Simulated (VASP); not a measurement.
Crystal: AlN.

```
Al N
1.0
     0.06166    1.99978    1.99978
     1.99978    0.06166    1.99978
     1.99978    1.99978    0.06166
Al N
1 1
Direct
  0.00000 0.00000 0.00000
  0.50000 0.50000 0.50000
```

This cell differs from its parent crystal: epitaxial 111 strain -4.0%.

Base run:

```yaml
Program: VASP 6.6.1
Functional: r2SCAN
Potentials_or_basis: VASP PAW PBE potentials, release 64 (Al, N)
Cutoff: 520 eV
k_mesh: 10 × 10 × 10
Occupations: gaussian, width 0.01 eV
Spin: no spin polarisation
```

Its results: band gap on the k mesh 5.23 eV, indirect (least direct gap 7.32 eV); pressure 23.5 GPa.

Q: The run is repeated on the same cell with these changes: functional from r2SCAN to PBE; k mesh from 10 × 10 × 10 to 6 × 6 × 6. What comes out?

A: Band gap on the k mesh 4.49 eV, indirect (least direct gap 6.46 eV); pressure 30.6 GPa.

Several settings changed at once, so the effect can't be laid on one alone.

Caveats: some runs use coarse meshes; the PAW data sets were made with another functional, which shifts forces and pressure a little (some runs).

A k mesh can miss the band edges.
